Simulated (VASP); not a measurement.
Wanted: the native input for a VASP 6.6.1 run.

```yaml
Task: single point
Functional: LDA
Potentials_or_basis: VASP PAW LDA potentials, release 64 (In_d, P)
Cutoff: 520 eV
k_mesh: 14 × 14 × 14
Occupations: fermi-dirac, width 0.05 eV
Spin: no spin polarisation
Dipole_correction: no
Further_INCAR_settings: ALGO = Normal; EDIFF = 1e-06; NBANDS = 16
```

The structure of InP (rocksalt type) lies in POSCAR:

```
InP
1.0
    0.0000000000      2.7083233961      2.7083233961
    2.7083233961      0.0000000000      2.7083233961
    2.7083233961      2.7083233961      0.0000000000
In P
1 1
Direct
    0.0000000000      0.0000000000      0.0000000000
    0.5000000000      0.5000000000      0.5000000000
```

One way to write it, as run:

INCAR

```
SYSTEM = InP
  PREC = Accurate
  ENCUT = 520
  EDIFF = 1E-6
  ISMEAR = -1
  SIGMA = 0.05
  LREAL = .FALSE.
  LASPH = .TRUE.
  NELM = 80
  ALGO = Normal
  ISIF = 2
  LWAVE = .FALSE.
  LCHARG = .FALSE.
  NBANDS = 16
```

KPOINTS

```
Automatic mesh
0
G
  14 14 14
  0 0 0
```

Potentials or basis: VASP PAW LDA potentials, release 64 (In_d, P).

Run with:

```bash
$ cat potpaw_LDA.64/In_d/POTCAR potpaw_LDA.64/P/POTCAR > POTCAR
$ mpirun -np 1 vasp_std > vasp.out
```

It gave:

| Quantity | Value |
| --- | --- |
| Pressure | 0.1 GPa |
| Band gap on the k mesh | zero (bands 9 and 10 overlap by 2.92 eV) |

Caveat: spin-orbit coupling is left out, which moves the levels of the heavy elements.

Wall time 93 s on 1 thread of Intel Xeon 8259CL (shared host), peak memory 0.19 GiB.
